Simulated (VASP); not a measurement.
# TaSi2 (P3_212) in VASP: single point with PBEsol

Aim: the single point of TaSi2 with PBEsol.

Everything below comes from runs of VASP 6.6.1. Logs are shortened: lines on timing, memory, paths and dates and some standing lists are left out, and cuts for length are marked.

## 1. The cell of the first run

It takes space group P3_212 (No. 153, trigonal). Conventional cell: a = 4.761 Å, b = 4.761 Å, c = 6.556 Å, α = 90.00°, β = 90.00°, γ = 120.00°. Ta (site symmetry 2) has 10 Si at 2.60 to 2.84 Å and 4 Ta at 3.09 to 3.38 Å within 3.4 Å. Si (site symmetry 2) has 9 Si at 2.55 to 3.26 Å and 5 Ta at 2.61 to 2.84 Å within 3.4 Å. Within 3.5 Å of Si (site symmetry 2) lie 9 Si at 2.55 to 3.42 Å and 5 Ta at 2.60 to 2.78 Å.

## 2. Single point, PBEsol (atoms displaced along a vibrational mode)

File INCAR:

```
SYSTEM = TaSi2
PREC = Accurate ; ENCUT = 520
EDIFF = 1E-6 ; ISMEAR = 0
SIGMA = 0.15 ; LREAL = .FALSE.
LASPH = .TRUE. ; NELM = 60
ALGO = Normal ; ISIF = 2
LWAVE = .FALSE. ; LCHARG = .FALSE.
GGA = PS ; NBANDS = 38
```

File KPOINTS:

```
Automatic mesh
0
G
  12 12 6
  0 0 0
```

File POSCAR:

```
TaSi2
1.0
    4.7608595319      0.0000000000      0.0000000000
   -2.3804297659      4.1230252985      0.0000000000
    0.0000000000      0.0000000000      6.5557841497
Ta Si
3 6
Direct
    0.5136428947      0.0272857894      0.5000000000
    0.5136428947      0.4863571053      0.8333333333
   -0.0272857894      0.4863571053      0.1666666667
    0.1695998275      0.3391996551      0.5000000000
    0.8510647415      0.1489352585      0.8333333333
    0.6608003449      0.8304001725      0.1666666667
    0.8510647415      0.7021294831      0.5000000000
    0.1695998275      0.8304001725      0.8333333333
    0.2978705169      0.1489352585      0.1666666667
```

Potentials or basis: VASP PAW PBE potentials, release 64 (Ta_pv, Si).

Command:

```console
> cat potpaw_PBE.64/Ta_pv/POTCAR potpaw_PBE.64/Si/POTCAR > POTCAR
> mpirun -np 1 vasp_std > vasp.out
```

OUTCAR:

```text
SYSTEM = TaSi2
   PREC = Accurate
   ENCUT = 520
   EDIFF = 1E-6
   ISMEAR = 0
   LREAL = .FALSE.
   LASPH = .TRUE.
   NELM = 60
   ISIF = 2
   GGA = PS

 ion  position               nearest neighbor table
   1  0.514  0.027  0.500-   5 2.60   9 2.60   6 2.61   8 2.61   4 2.71   4 2.71   7 2.73   7 2.73
                             7 2.78   4 2.84   2 3.09   3 3.09   2 3.38   3 3.38
   2  0.514  0.486  0.833-   7 2.60   9 2.60   4 2.61   6 2.61   8 2.71   8 2.71   5 2.73   5 2.73
                             5 2.78   8 2.84   1 3.09   3 3.09   1 3.38   3 3.38
   3  0.973  0.486  0.167-   7 2.60   5 2.60   4 2.61   8 2.61   6 2.71   6 2.71   9 2.73   9 2.73
                             9 2.78   6 2.84   1 3.09   2 3.09   1 3.38   2 3.38
   4  0.170  0.339  0.500-   9 2.55   5 2.55   3 2.61   2 2.61   7 2.63   1 2.71   1 2.71   7 2.81
                             7 2.81   1 2.84
   5  0.851  0.149  0.833-   4 2.55   6 2.55   1 2.60   3 2.60   8 2.63   2 2.73   2 2.73   2 2.78
                             8 2.81   8 2.81   7 3.05   9 3.05
   6  0.661  0.830  0.167-   7 2.55   5 2.55   1 2.61   2 2.61   9 2.63   3 2.71   3 2.71   9 2.81
                             9 2.81   3 2.84
   7  0.851  0.702  0.500-   6 2.55   8 2.55   2 2.60   3 2.60   4 2.63   1 2.73   1 2.73   1 2.78
                             4 2.81   4 2.81   5 3.05   9 3.05
   8  0.170  0.830  0.833-   7 2.55   9 2.55   1 2.61   3 2.61   5 2.63   2 2.71   2 2.71   5 2.81
                             5 2.81   2 2.84
   9  0.298  0.149  0.167-   4 2.55   8 2.55   1 2.60   2 2.60   6 2.63   3 2.73   3 2.73   3 2.78
                             6 2.81   6 2.81   7 3.05   5 3.05

  LATTYP: Found a hexagonal cell.
 ALAT       =     4.7608595319
 C/A-ratio  =     1.3770169243

  Lattice vectors:

 A1 = (   4.7608595319,   0.0000000000,   0.0000000000)
 A2 = (  -2.3804297659,   4.1230252985,   0.0000000000)
 A3 = (   0.0000000000,   0.0000000000,   6.5557841497)

Analysis of symmetry for initial positions (statically):
=====================================================================
 Subroutine PRICEL returns:
 Original cell was already a primitive cell.

 Routine SETGRP: Setting up the symmetry group for a
 hexagonal supercell.

 Subroutine GETGRP returns: Found  6 space group operations
 (whereof  2 operations were pure point group operations)
 out of a pool of 24 trial point group operations.

The static configuration has the point symmetry C_2 .
 The point group associated with its full space group is D_3 .

Analysis of symmetry for dynamics (positions and initial velocities):
=====================================================================
 Subroutine PRICEL returns:
 Original cell was already a primitive cell.

 Routine SETGRP: Setting up the symmetry group for a
 hexagonal supercell.

[... 133 lines left out ...]
   EFERMI =   0.00;   METHOD = LEGACY
   ISMEAR =     0;   SIGMA  =   0.15  broadening in eV -4-tet -1-fermi 0-gaus
   EFERMI_NEDOS =   21; number of points for ismear=-14 and -15
   IALGO  =     38    algorithm
   IMIX   =      4    mixing-type and parameters
     AMIX     =   0.40;   BMIX     =  1.00
     AMIX_MAG =   1.60;   BMIX_MAG =  1.00
  volume/ion in A,a.u.               =      14.30        96.49
  Fermi-wavevector in a.u.,A,eV,Ry     =   1.247933  2.358251 21.188838  1.557336
  Thomas-Fermi vector in A             =   2.382042
   LORBIT       =      0    0 simple, 1 ext, 2 COOP (PROOUT), +10 PAW based schemes
   GGA     = PS    functional components
   LHFCALC =     F    Hartree Fock is set to
   AEXX    =    0.0000 exact exchange contribution
   IVDW    =     0    specifies the selected vdW correction
   LEPSILON=     F    determine dielectric tensor
   LRPA    =     F    only Hartree local field effects (RPA)
 non-spin polarized calculation
 Gauss-broadening in eV      SIGMA  =   0.15
  energy-cutoff  :      520.00
  volume of cell :      128.68
 maximum number of plane-waves:      3501
   NGX = 17   NGY = 17   NGZ = 25

 number of electron      56.9999999 magnetization

 Free energy of the ion-electron system (eV)
  ---------------------------------------------------
  ext. energy  EPLUGINS =         0.00000000
  ---------------------------------------------------
  free energy    TOTEN  =       -77.19343703 eV

  energy without entropy =      -77.15334672  energy(sigma->0) =      -77.17339187

 E-fermi :   9.4426     XC(G=0): -12.2048

 val. band max:        9.4382596326   @ k =   0.3333   0.0000   0.3333
 cond. band min:       9.4426360281   @ k =   0.1667   0.0833   0.3333
 fundamental gap:      0.0043763955
 Fermi energy:         9.4426171263

 k-point     1 :       0.0000    0.0000    0.0000
  band No.  band energies     occupation
      1     -24.9069      2.00000
      2     -24.9069      2.00000
      3     -24.8848      2.00000
      4     -24.8109      2.00000
      5     -24.8109      2.00000
      6     -24.7543      2.00000
[... 973 lines left out ...]
     37      13.4701      0.00000
     38      13.7135      0.00000

 [... further k-points ...]

------------------------ aborting loop because EDIFF is reached ----------------------------------------

  FORCE on cell =-STRESS in cart. coord.  units (eV):
  Direction    XX          YY          ZZ          XY          YZ          ZX
  --------------------------------------------------------------------------------------
  -------------------------------------------------------------------------------------
  Total        0.4201823      0.4201823      0.5337661      0.0000000      0.0000000     -0.0000000
  in kB        5.2314529      5.2314529      6.6456212      0.0000000      0.0000000     -0.0000000
  external PRESSURE =       5.7028423 kB  Pullay stress =       0.0000000 kB

 VOLUME and BASIS-vectors are now :
 -----------------------------------------------------------------------------
  energy-cutoff  :      520.00
  volume of cell :      128.68
      direct lattice vectors                 reciprocal lattice vectors
     4.760859532  0.000000000  0.000000000     0.210046105  0.121270175  0.000000000
    -2.380429766  4.123025298  0.000000000     0.000000000  0.242540350  0.000000000
     0.000000000  0.000000000  6.555784150     0.000000000  0.000000000  0.152537054

 POSITION                                       TOTAL-FORCE (eV/Angst)
 -----------------------------------------------------------------------------------
      2.38043      0.11250      3.27789        -0.000000     -0.870021      0.000000
      1.28764      2.00526      5.46315        -0.753460      0.435011     -0.000000
      3.47322      2.00526      1.09263         0.753460      0.435011      0.000000
     -0.00000      1.39853      3.27789        -0.000000     -0.059941      0.000000
      3.69727      0.61406      5.46315        -0.126285      0.072911      0.000000
      1.16927      3.42376      1.09263         0.051910      0.029970     -0.000000
      2.38043      2.89490      3.27789        -0.000000     -0.145821      0.000000
     -1.16927      3.42376      5.46315        -0.051910      0.029970      0.000000
      1.06359      0.61406      1.09263         0.126285      0.072911      0.000000
 -----------------------------------------------------------------------------------
    total drift:                                0.000000     -0.000001      0.000000

  FREE ENERGIE OF THE ION-ELECTRON SYSTEM (eV)
  ---------------------------------------------------
  free  energy   TOTEN  =       -77.1934370290 eV

  energy  without entropy=      -77.1533467150  energy(sigma->0) =      -77.17339187
```

OSZICAR:

```text
N       E                     dE             d eps       ncg     rms          rms(c)
DAV:   1     0.382373672108E+03    0.38237E+03   -0.28196E+04  7608   0.141E+03
DAV:   2    -0.600689368171E+02   -0.44244E+03   -0.43070E+03  8714   0.363E+02
DAV:   3    -0.791542695582E+02   -0.19085E+02   -0.18728E+02  9670   0.663E+01
DAV:   4    -0.794844513664E+02   -0.33018E+00   -0.32837E+00  9624   0.873E+00
DAV:   5    -0.794891818109E+02   -0.47304E-02   -0.47273E-02  9346   0.110E+00    0.327E+01
DAV:   6    -0.774977821781E+02    0.19914E+01   -0.70869E+00  9622   0.124E+01    0.152E+01
DAV:   7    -0.772211057232E+02    0.27668E+00   -0.55717E-01  9346   0.370E+00    0.427E+00
DAV:   8    -0.771945492027E+02    0.26557E-01   -0.48297E-02  9694   0.100E+00    0.484E-01
DAV:   9    -0.771935767240E+02    0.97248E-03   -0.32822E-03  9706   0.310E-01    0.252E-01
DAV:  10    -0.771934490304E+02    0.12769E-03   -0.47077E-04  9490   0.122E-01    0.638E-02
DAV:  11    -0.771934402696E+02    0.87608E-05   -0.40044E-05  9586   0.331E-02    0.180E-02
DAV:  12    -0.771934380074E+02    0.22622E-05   -0.44481E-06  8346   0.109E-02    0.337E-03
DAV:  13    -0.771934370290E+02    0.97841E-06   -0.32956E-07  5576   0.345E-03
   1 F= -.77193437E+02 E0= -.77173392E+02  d E =-.400903E-01
```

Wall time 3.9 min (1 thread of Intel Xeon 6975P-C (Granite Rapids), shared host); peak memory 0.49 GiB.

Results:

```
Free energy            : -77.1934 eV
Pressure               : 0.6 GPa
Largest force          : 0.870 eV/Å
Band gap on the k mesh : zero (an odd number of electrons rules out a gap without spin polarisation)
```

Forces on the atoms (eV/Å):
```
Ta   0.000 -0.870  0.000
Ta  -0.753  0.435  0.000
Ta   0.753  0.435  0.000
Si   0.000 -0.060  0.000
Si  -0.126  0.073  0.000
Si   0.052  0.030  0.000
Si   0.000 -0.146  0.000
Si  -0.052  0.030  0.000
Si   0.126  0.073  0.000
```

Stress tensor (GPa, compression positive):
```
0.52 0.00 0.00
0.00 0.52 0.00
0.00 0.00 0.66
```

Caveat: the cell differs from its parent crystal (atoms displaced along a vibrational mode); the PAW data sets were made with another functional, which shifts forces and pressure a little; spin-orbit coupling is left out, which moves the levels of the heavy elements.
